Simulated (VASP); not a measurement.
# Ge in VASP: further runs

Runs on Ge. Level: PBE+D3(BJ). Tasks: single point.

Everything below comes from runs of VASP 6.6.1. Logs are shortened: lines on timing, memory, paths and dates and some standing lists are left out, and cuts for length are marked.

**1. The cell of the first run**

The cell holds a slab with vacuum, 4 atoms: a = 4.023 Å, b = 4.023 Å, c = 18.869 Å, α = 90.00°, β = 90.00°, γ = 120.00°.

**2. Single point, PBE+D3(BJ) (layers slid over each other)**

INCAR reads:

```
PREC = Accurate
ENCUT = 520
EDIFF = 1E-6
ISMEAR = 0
SIGMA = 0.1
LREAL = F
LASPH = T
NELM = 60
ALGO = Normal
ISIF = 2
LWAVE = F
LCHARG = F
LDIPOL = T
IDIPOL = 3
DIPOL = 0.5 0.5 0.375
GGA = PE
IVDW = 12
NBANDS = 36
```

KPOINTS reads:

```
Automatic mesh
0
Gamma
  9 9 1
```

POSCAR reads:

```
Ge
1.0
    4.0226895460      0.0000000000      0.0000000000
   -2.0113447730      3.4837513384      0.0000000000
    0.0000000000      0.0000000000     18.8685220369
Ge
4
Direct
    0.3333333333      0.6666666667      0.2747571330
    0.6666666667      0.3333333333      0.2384924474
    0.7777777778      0.2222222222      0.5108254912
    1.1111111111     -0.1111111111      0.4745608056
```

Potentials or basis: VASP PAW PBE potentials, release 64 (Ge_d).

Launch:

```sh
cat potpaw_PBE.64/Ge_d/POTCAR > POTCAR
mpirun -np 1 vasp_std > vasp.out
```

OUTCAR:

```text
PREC = Accurate
   ENCUT = 520
   EDIFF = 1E-6
   ISMEAR = 0
   LREAL = F
   LASPH = T
   NELM = 60
   ISIF = 2
   GGA = PE
   IVDW = 12
 IVDW          = 12

 ion  position               nearest neighbor table
   1  0.333  0.667  0.275-   2 2.42   2 2.42   2 2.42
   2  0.667  0.333  0.238-   1 2.42   1 2.42   1 2.42
   3  0.778  0.222  0.511-   4 2.42   4 2.42   4 2.42
   4  0.111  0.889  0.475-   3 2.42   3 2.42   3 2.42

  LATTYP: Found a hexagonal cell.
 ALAT       =     4.0226895460
 C/A-ratio  =     4.6905240440

  Lattice vectors:

 A1 = (   4.0226895460,   0.0000000000,   0.0000000000)
 A2 = (  -2.0113447730,   3.4837513384,   0.0000000000)
 A3 = (   0.0000000000,   0.0000000000,  18.8685220369)

Analysis of symmetry for initial positions (statically):
=====================================================================
 Subroutine PRICEL returns:
 Original cell was already a primitive cell.

 Routine SETGRP: Setting up the symmetry group for a
 hexagonal supercell.

 Subroutine GETGRP returns: Found  4 space group operations
 (whereof  2 operations were pure point group operations)
 out of a pool of 24 trial point group operations.

The static configuration has the point symmetry C_1h.
 The point group associated with its full space group is C_2h.

Analysis of symmetry for dynamics (positions and initial velocities):
=====================================================================
 Subroutine PRICEL returns:
 Original cell was already a primitive cell.

 Routine SETGRP: Setting up the symmetry group for a
 hexagonal supercell.

 Subroutine GETGRP returns: Found  4 space group operations
 (whereof  2 operations were pure point group operations)
 out of a pool of 24 trial point group operations.

The dynamic configuration has the point symmetry C_1h.
 The point group associated with its full space group is C_2h.

 Subroutine INISYM returns: Found  4 space group operations
 (whereof  2 operations are pure point group operations),
 and found     1 'primitive' translations

----------------------------------------------------------------------------------------

                                     Primitive cell

  volume of cell :     264.4244

  direct lattice vectors                    reciprocal lattice vectors
     4.022689546  0.000000000  0.000000000     0.248589902  0.143523447  0.000000000
    -2.011344773  3.483751338  0.000000000     0.000000000  0.287046894  0.000000000
     0.000000000  0.000000000 18.868522037     0.000000000  0.000000000  0.052998322

  length of vectors
     4.022689546  4.022689546 18.868522037     0.287046894  0.287046894  0.052998322

  position of ions in fractional coordinates (direct lattice)
     0.333333333  0.666666667  0.274757133
     0.666666667  0.333333333  0.238492447
     0.777777778  0.222222222  0.510825491
     0.111111111  0.888888889  0.474560806

  ion indices of the primitive-cell ions
   primitive index   ion index
                 1           1
                 2           2
                 3           3
                 4           4

----------------------------------------------------------------------------------------

 KPOINTS: Automatic mesh

Automatic generation of k-mesh.
 Grid dimensions read from file:
 generate k-points for:    9    9    1

 Generating k-lattice:

  Cartesian coordinates                     Fractional coordinates (reciprocal lattice)
     0.027621100  0.015947050  0.000000000     0.111111111  0.000000000  0.000000000
     0.000000000  0.031894099  0.000000000     0.000000000  0.111111111  0.000000000
     0.000000000  0.000000000  0.052998322     0.000000000  0.000000000  1.000000000

  Length of vectors
     0.031894099  0.031894099  0.052998322

  Shift w.r.t. Gamma in fractional coordinates (k-lattice)
     0.000000000  0.000000000  0.000000000

 Subroutine IBZKPT returns following result:
 ===========================================

 Found     25 irreducible k-points:

 Following reciprocal coordinates:
            Coordinates               Weight
  0.000000  0.000000  0.000000      1.000000
  0.111111  0.000000  0.000000      4.000000
 -0.111111  0.111111  0.000000      2.000000
  0.222222  0.000000  0.000000      4.000000
 -0.222222  0.222222  0.000000      2.000000
  0.333333  0.000000  0.000000      4.000000
[... 16 lines left out ...]
 -0.222222 -0.444444  0.000000      4.000000
  0.444444  0.333333  0.000000      4.000000
   k-points           NKPTS =     25   k-points in BZ     NKDIM =     25   number of bands    NBANDS=     36
   number of dos      NEDOS =    301   number of ions     NIONS =      4
   total plane-waves  NPLWV = 126000
   dimension x,y,z NGX =    30 NGY =   30 NGZ =  140
   dimension x,y,z NGXF=    60 NGYF=   60 NGZF=  280
   ions per type =               4
   NGX,Y,Z   is equivalent  to a cutoff of  12.40, 12.40, 12.34 a.u.
   NGXF,Y,Z  is equivalent  to a cutoff of  24.80, 24.80, 24.67 a.u.
 SYSTEM =  unknown system
   PREC   = accura    normal or accurate (medium, high low for compatibility)
   ISTART =      0    job   : 0-new  1-cont  2-samecut
   ICHARG =      2    charge: 1-file 2-atom 10-const
   ISPIN  =      1    spin polarized calculation?
   LNONCOLLINEAR =      F non collinear calculations
   LSORBIT =      F    spin-orbit coupling
   LASPH  =      T    aspherical Exc in radial PAW
   ENCUT  =  520.0 eV  38.22 Ry    6.18 a.u.   7.48  7.48 35.08*2*pi/ulx,y,z
   NELM   =     60;   NELMIN=  2; NELMDL= -5     # of ELM steps
   EDIFF  = 0.1E-05   stopping-criterion for ELM
   LREAL  =      F    real-space projection
   EDIFFG = 0.1E-04   stopping-criterion for IOM
   NSW    =      0    number of steps for IOM
   IBRION =     -1    ionic relax: 0-MD 1-quasi-New 2-CG
   NFREE  =      0    steps in history (QN), initial steepest desc. (CG)
   ISIF   =      2    stress and relaxation
   ISYM   =      2    0-nonsym 1-usesym 2-fastsym
   POTIM  = 0.5000    time-step for ionic-motion
   TEBEG  =    0.0;   TEEND  =   0.0 temperature during run
   PSTRESS=    0.0 pullay stress
   NELECT =      56.0000    total number of electrons
   NUPDOWN=      -1.0000    fix difference up-down
   EMIN   =  10.00;   EMAX   =-10.00  energy-range for DOS
   EFERMI =   0.00;   METHOD = LEGACY
   ISMEAR =     0;   SIGMA  =   0.10  broadening in eV -4-tet -1-fermi 0-gaus
   EFERMI_NEDOS =   21; number of points for ismear=-14 and -15
   IALGO  =     38    algorithm
   IMIX   =      4    mixing-type and parameters
     AMIX     =   0.40;   BMIX     =  1.00
     AMIX_MAG =   1.60;   BMIX_MAG =  1.00
  volume/ion in A,a.u.               =      66.11       446.11
  Fermi-wavevector in a.u.,A,eV,Ry     =   0.975821  1.844035 12.955840  0.952227
  Thomas-Fermi vector in A             =   2.106391
   LORBIT       =      0    0 simple, 1 ext, 2 COOP (PROOUT), +10 PAW based schemes
   GGA     = PE    functional components
   LHFCALC =     F    Hartree Fock is set to
   AEXX    =    0.0000 exact exchange contribution
   IVDW    =    12    specifies the selected vdW correction
   LEPSILON=     F    determine dielectric tensor
   LRPA    =     F    only Hartree local field effects (RPA)
 non-spin polarized calculation
 Gauss-broadening in eV      SIGMA  =   0.10
  energy-cutoff  :      520.00
  volume of cell :      264.42
 maximum number of plane-waves:      7165
 NGX is ok and might be reduce to    30
   NGX = 15   NGY = 15   NGZ = 71

 dipolmoment           0.000000      0.000000      0.000003 electrons x Angstroem

 number of electron      55.9999981 magnetization

 dipolmoment           0.000000      0.000000     -0.000004 electrons x Angstroem

 Free energy of the ion-electron system (eV)
  ---------------------------------------------------
  ext. energy  EPLUGINS =         0.00000000
  ---------------------------------------------------
  free energy    TOTEN  =       -16.19890021 eV

  energy without entropy =      -16.19810169  energy(sigma->0) =      -16.19850095

 E-fermi :  -1.3691     XC(G=0):  -4.3982

 val. band max:       -1.4809036323   @ k =   0.3333   0.3333   0.0000
 cond. band min:      -1.2573148625   @ k =   0.3333   0.3333   0.0000
 fundamental gap:      0.2235887698
 Fermi energy:        -1.3691071104

 k-point     1 :       0.0000    0.0000    0.0000
  band No.  band energies     occupation
      1     -25.8568      2.00000
      2     -25.8567      2.00000
      3     -25.8566      2.00000
      4     -25.8565      2.00000
      5     -25.8066      2.00000
      6     -25.8064      2.00000
[... 28 lines left out ...]
     35       2.5872      0.00000
     36       2.6271      0.00000

 k-point     2 :       0.1111    0.0000    0.0000
  band No.  band energies     occupation
      1     -25.8632      2.00000
      2     -25.8631      2.00000
      3     -25.8614      2.00000
      4     -25.8613      2.00000
      5     -25.8183      2.00000
      6     -25.8178      2.00000
[... 28 lines left out ...]
     35       3.0142      0.00000
     36       3.1096      0.00000

 k-point     3 :      -0.1111    0.1111    0.0000
  band No.  band energies     occupation
      1     -25.8633      2.00000
      2     -25.8631      2.00000
      3     -25.8614      2.00000
      4     -25.8612      2.00000
      5     -25.8184      2.00000
      6     -25.8180      2.00000
[... 28 lines left out ...]
     35       2.9979      0.00000
     36       3.1069      0.00000
[... 742 lines left out ...]
 k-point    23 :      -0.2222   -0.4444    0.0000
  band No.  band energies     occupation
      1     -25.8958      2.00000
      2     -25.8957      2.00000
      3     -25.8663      2.00000
      4     -25.8660      2.00000
      5     -25.8588      2.00000
      6     -25.8583      2.00000
[... 28 lines left out ...]
     35       4.3852      0.00000
     36       5.3281      0.00000

 k-point    24 :       0.4444    0.3333    0.0000
  band No.  band energies     occupation
      1     -25.8958      2.00000
      2     -25.8957      2.00000
      3     -25.8663      2.00000
      4     -25.8661      2.00000
      5     -25.8589      2.00000
      6     -25.8582      2.00000
[... 28 lines left out ...]
     35       4.3104      0.00000
     36       5.2790      0.00000

 [... further k-points ...]

------------------------ aborting loop because EDIFF is reached ----------------------------------------

 vacuum level on the upper side and lower side of the slab       (xc-potential included)        -0.140        -0.139

 Edisp (eV)   -0.81590

 E8    (eV) :    -0.3752

  FORCE on cell =-STRESS in cart. coord.  units (eV):
  Direction    XX          YY          ZZ          XY          YZ          ZX
  --------------------------------------------------------------------------------------
  -------------------------------------------------------------------------------------
  Total      -0.27355    -0.19526    -0.75823     0.06780    -0.07837     0.13575
  in kB      -1.65748    -1.18311    -4.59421     0.41081    -0.47488     0.82251
  external pressure =       -2.48 kB  Pullay stress =        0.00 kB

 VOLUME and BASIS-vectors are now :
 -----------------------------------------------------------------------------
  energy-cutoff  :      520.00
  volume of cell :      264.42
      direct lattice vectors                 reciprocal lattice vectors
     4.022689546  0.000000000  0.000000000     0.248589902  0.143523447  0.000000000
    -2.011344773  3.483751338  0.000000000     0.000000000  0.287046894  0.000000000
     0.000000000  0.000000000 18.868522037     0.000000000  0.000000000  0.052998322

 POSITION                                       TOTAL-FORCE (eV/Angst)
 -----------------------------------------------------------------------------------
     -0.00000      2.32250      5.18426        -0.044448      0.025662      0.165004
      2.01134      1.16125      4.50000         0.006189     -0.003573      0.016899
      2.68179      0.77417      9.63852        -0.006189      0.003573     -0.016899
     -1.34090      3.09667      8.95426         0.044448     -0.025662     -0.165004
 -----------------------------------------------------------------------------------
    total drift:                               -0.000005      0.000002      0.000052

  FREE ENERGIE OF THE ION-ELECTRON SYSTEM (eV)
  ---------------------------------------------------
  free  energy   TOTEN  =       -17.0148025910 eV

  energy  without entropy=      -17.0140040688  energy(sigma->0) =      -17.01440333

 vacuum level on the upper side and lower side of the slab         3.020         3.020
```

Run time: 3.3 min. Hardware: 1 thread of Intel Xeon 6975P-C (Granite Rapids), shared host; peak memory 0.44 GiB.

Results:

* Free energy: -17.0148 eV
* Largest force: 0.173 eV/Å
* Band gap on the k mesh: 0.22 eV
* Dispersion energy per atom: -0.204 eV

Forces in eV/Å, atoms in the order of the input:
```
Ge  -0.044  0.026  0.165
Ge   0.006 -0.004  0.017
Ge  -0.006  0.004 -0.017
Ge   0.044 -0.026 -0.165
```

Caveat: the cell differs from its parent crystal (layers slid over each other).

**3. Single point, PBE+D3(BJ) (layers slid over each other)**

INCAR reads:

```
SYSTEM = Ge
PREC = Accurate ; ENCUT = 520
EDIFF = 1E-6 ; ISMEAR = 0
SIGMA = 0.1 ; LREAL = .FALSE.
LASPH = .TRUE. ; NELM = 80
ALGO = Normal ; ISIF = 2
LWAVE = .FALSE. ; LCHARG = .FALSE.
LDIPOL = .TRUE. ; IDIPOL = 3
DIPOL = 0.5 0.5 0.389 ; GGA = PE
IVDW = 12 ; NBANDS = 36
```

KPOINTS reads:

```
Automatic mesh
0
G
  9 9 1
  0 0 0
```

POSCAR, as its differences from that of step 2:

```diff
@@ -10,3 +10,3 @@
     0.6666666667      0.3333333333      0.2384924474
-    0.7777777778      0.2222222222      0.5108254912
-    1.1111111111     -0.1111111111      0.4745608056
+    0.7777777778      0.2222222222      0.5389146016
+    1.1111111111     -0.1111111111      0.5026499161
```

Potentials or basis: VASP PAW PBE potentials, release 64 (Ge_d).

Launch:

```sh
cat potpaw_PBE.64/Ge_d/POTCAR > POTCAR
mpirun -np 1 vasp_std > vasp.out
```

It took 2.9 min on 1 thread of Intel Xeon 6975P-C (Granite Rapids), shared host; peak memory 0.44 GiB.

The run converged. Its results:

```
Free energy                : -16.9296 eV
Largest force              : 0.110 eV/Å
Band gap on the k mesh     : 0.12 eV
Dispersion energy per atom : -0.189 eV
```

Forces in eV/Å, atoms in the order of the input:
```
Ge  -0.016  0.009  0.108
Ge   0.001 -0.001  0.026
Ge  -0.001  0.001 -0.026
Ge   0.016 -0.009 -0.108
```

Levels at points of the mesh, in eV from the valence-band top:
```tsv
k point	band 24	band 25	band 26	band 27	band 28	band 29	band 30	band 31	band 32	band 33
(0.00, 0.00, 0.00)	-3.25	-0.39	-0.39	-0.37	-0.37	0.58	0.71	2.04	3.18	3.95
```

Caveat: the cell differs from its parent crystal (layers slid over each other).
